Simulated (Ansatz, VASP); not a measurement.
# Mo6CO: VASP beside Ansatz

The input INCAR:

```
ALGO     = Normal         # electronic algorithm
DIPOL    = 0.5 0.5 0.342
EDIFF    = 1E-6           # SCF threshold, eV
ENCUT    = 520            # plane-wave cutoff, eV
GGA      = PE             # functional
IDIPOL   = 3            
ISIF     = 2              # what is computed and relaxed
ISMEAR   = 0              # smearing method
LASPH    = T              # aspherical terms in the spheres
LCHARG   = T              # write CHGCAR
LDIPOL   = T            
LELF     = T              # ELF
LREAL    = F              # projectors in reciprocal space
LVACPOTAV= T            
LVHAR    = T            
LWAVE    = F              # write WAVECAR
NBANDS   = 57             # bands
NELM     = 80             # most SCF steps
PREC     = Accurate       # precision mode
SIGMA    = 0.1            # smearing width, eV
```

File KPOINTS:

```
k-points
0
Gamma
  6 6 1
```

POSCAR

```
Mo6CO
1.0
    4.4695765303      0.0000000000      0.0000000000
   -2.2347882651      3.8707668194      0.0000000000
    0.0000000000      0.0000000000     22.2595667262
Mo C O
6 1 1
Direct
    0.6666666667      0.3333333333      0.1796980170
    0.3333333333      0.6666666667      0.2206848206
    0.0000000000      0.0000000000      0.2616716241
    0.6666666667      0.3333333333      0.2990464568
    0.3333333333      0.6666666667      0.3355219825
    0.0000000000      0.0000000000      0.3710569405
    0.1666666667      0.3333333333      0.5134676190
    0.2415872221      0.4831744442      0.5585983028
```

Input for Ansatz:

```yaml
crystal:
  lattice:
    - [4.4695765303, 0.0, 0.0]
    - [-2.2347882651, 3.8707668194, 0.0]
    - [0.0, 0.0, 22.2595667262]
  atoms:
    - { symbol: Mo, position: [0.6666666667, 0.3333333333, 0.179698017] }
    - { symbol: Mo, position: [0.3333333333, 0.6666666667, 0.2206848206] }
    - { symbol: Mo, position: [0.0, 0.0, 0.2616716241] }
    - { symbol: Mo, position: [0.6666666667, 0.3333333333, 0.2990464568] }
    - { symbol: Mo, position: [0.3333333333, 0.6666666667, 0.3355219825] }
    - { symbol: Mo, position: [0.0, 0.0, 0.3710569405] }
    - { symbol: C, position: [0.1666666667, 0.3333333333, 0.513467619] }
    - { symbol: O, position: [0.2415872221, 0.4831744442, 0.5585983028] }
basis:
  ecutwfc: 420
kpoints:
  mp_grid: { grid: [6, 6, 1] }
hamiltonian:
  xc: pbe
  pseudopotentials: { kind: paw, azcp: { folder: soft_1 } }
scf:
  occupations: { method: gaussian, width: 0.1 }
output:
  forces: true
  eigenvalues: true
efield:
  axis: 3
  dipole_correction: true
  ramp_width: 0.04
```

Alike in both runs: task single point; functional PBE; k mesh 6 × 6 × 1; occupations gaussian, width 0.1 eV; no spin polarisation.

|  | VASP | Ansatz |
| --- | --- | --- |
| version | VASP 6.6.1 | Ansatz 0.2.0 |
| potentials or method | VASP PAW PBE potentials, release 64 (Mo_sv, C, O), cutoff 520 eV | scalar-relativistic, plane waves, PAW |
| valence electrons in the cell | 94 | 94 |

|  | VASP | Ansatz | Ansatz less VASP |
| --- | --- | --- | --- |
| gap on the k mesh at the Fermi level (eV) | none | none | - |
| rms of the force components (eV/Å) | 0.592 | 0.756 | +0.1639 |
| work function, face that differs most (eV) | 4.06 | 4.03 | -0.035 |

Atom by atom the forces differ by 0.223 eV/Å (rms over components). A gap of «none» marks a metal or a gap that the smearing closes.

Noted on VASP's run: the standard files for N, O and F lose accuracy on very short bonds.
